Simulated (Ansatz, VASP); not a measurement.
One calculation of Cu, two programs

```
Cu
1.0
     3.61500    0.00000    3.61500
     0.00000   -3.61500    3.61500
     3.61500   -3.61500    0.00000
Cu
8
Cartesian
  1.8075 -1.8075 0.6000
  1.8075 -3.6150 1.8075
  3.6150 -1.8075 1.8075
  3.6150 -3.6150 3.6150
  0.0000 0.0000 0.0000
  0.0000 -1.8075 1.8075
  1.8075 0.0000 1.8075
  1.8075 -1.8075 3.6150
```

Alike in both runs: task single point; functional PBEsol; k mesh 12 × 12 × 12; occupations gaussian, width 0.15 eV; no spin polarisation.

|  | VASP | Ansatz |
| --- | --- | --- |
| version | VASP 6.6.1 | Ansatz 0.2.0 |
| potentials or method | VASP PAW PBE potentials, release 64 (Cu), cutoff 520 eV | scalar-relativistic, plane waves, PAW |
| valence electrons in the cell | 88 | 152 |

|  | VASP | Ansatz | Ansatz less VASP |
| --- | --- | --- | --- |
| gap on the k mesh at the Fermi level (eV) | none | none | - |
| pressure (GPa) | 2.0 | 1.3 | -0.65 |
| traceless stress, the component that is largest in VASP (GPa) | -1.83 | -1.82 | +0.012 |
| rms of the force components (eV/Å) | 1.318 | 1.311 | -0.0071 |

VASP's potentials were made for PBE, not for PBEsol. Atom by atom the forces differ by 0.007 eV/Å (rms over components). A gap of «none» marks a metal or a gap that the smearing closes. The functional is the same, so the differences come from potentials, cutoffs and numerics. VASP's potentials hold 88 valence electrons a cell and Ansatz's 152, so a difference there can come from the potentials and not from the codes.
